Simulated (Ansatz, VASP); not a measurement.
# NaI in VASP and in Ansatz

```xyz
4
Lattice="5.4165 0.0000 0.0000 -2.7082 4.6908 0.0000 0.0000 0.0000 6.4592" Properties=species:S:1:pos:R:3 pbc="T T T"
Na    0.0000    3.1272   -0.4040
Na    2.7082    1.5636    2.8256
I     0.0000    3.1272    2.8262
I     2.7082    1.5636    6.0558
```

Alike in both runs: task single point; functional PBE; k mesh 6 × 6 × 4; no spin polarisation.

```csv
,VASP,Ansatz
version,VASP 6.6.1,Ansatz 0.2.0
potentials or method,"VASP PAW PBE potentials, release 64 (Na_pv, I)","plane waves, PAW"
plane-wave cutoff (eV),520,420
occupations,"gaussian, width 0.01 eV",fixed
valence electrons in the cell,28,52
```

|  | VASP | Ansatz | Ansatz less VASP |
| --- | --- | --- | --- |
| gap on the k mesh at the Fermi level (eV) | 3.56 | 3.56 | +0.004 |

VASP's potentials hold 28 valence electrons a cell and Ansatz's 52, so a difference there can come from the potentials and not from the codes.

Neither program's run includes spin-orbit coupling.
